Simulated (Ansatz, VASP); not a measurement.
**In3Se in VASP and in Ansatz**

INCAR

```
SYSTEM = In3Se
PREC = Accurate ; ENCUT = 520
EDIFF = 1E-7 ; ISMEAR = -1
SIGMA = 0.1 ; LREAL = .False.
LASPH = .True. ; NELM = 60
ALGO = Normal ; ISIF = 2
LWAVE = .False. ; LCHARG = .False.
GGA = PE ; NBANDS = 30
```

The input KPOINTS:

```
regular mesh
0
Gamma
  10 10 10
  0 0 0
```

The input POSCAR:

```
In3Se
1.0
    4.8037580000      0.0000000000      0.0000000000
    0.0000000000      4.8037580000      0.0000000000
    0.0000000000      0.0000000000      4.8037580000
In Se
3 1
Direct
    0.0000000000      0.5000000000      0.5000000000
    0.5000000000      0.0000000000      0.5000000000
    0.5000000000      0.5000000000      0.0000000000
    0.0000000000      0.0000000000      0.0000000000
```

Input for Ansatz:

```yaml
crystal:
  lattice:
    - [4.803758, 0.0, 0.0]
    - [0.0, 4.803758, 0.0]
    - [0.0, 0.0, 4.803758]
  atoms:
    - { symbol: In, position: [0.0, 0.5, 0.5] }
    - { symbol: In, position: [0.5, 0.0, 0.5] }
    - { symbol: In, position: [0.5, 0.5, 0.0] }
    - { symbol: Se, position: [0.0, 0.0, 0.0] }
basis:
  ecutwfc: 420
kpoints:
  mp_grid: { grid: [10, 10, 10] }
hamiltonian:
  xc: pbe
scf:
  occupations: { method: fermi_dirac, width: 0.1 }
output:
  forces: true
  stress: true
  eigenvalues: true
```

Alike in both runs: task single point; functional PBE; k mesh 10 × 10 × 10; occupations fermi-dirac, width 0.1 eV; no spin polarisation.

|  | VASP | Ansatz |
| --- | --- | --- |
| version | VASP 6.6.1 | Ansatz 0.2.0 |
| potentials or method | VASP PAW PBE potentials, release 64 (In_d, Se), cutoff 520 eV | scalar-relativistic, plane waves, PAW |
| valence electrons in the cell | 45 | 55 |

```csv
,VASP,Ansatz,Ansatz less VASP
gap on the k mesh at the Fermi level (eV),none,none,-
pressure (GPa),-0.3,-0.3,+0.02
```

A gap of «none» marks a metal or a gap that the smearing closes. With one functional, cell and mesh, what is left measures potentials, basis and numerics. VASP's potentials hold 45 valence electrons a cell and Ansatz's 55, so a difference there can come from the potentials and not from the codes.
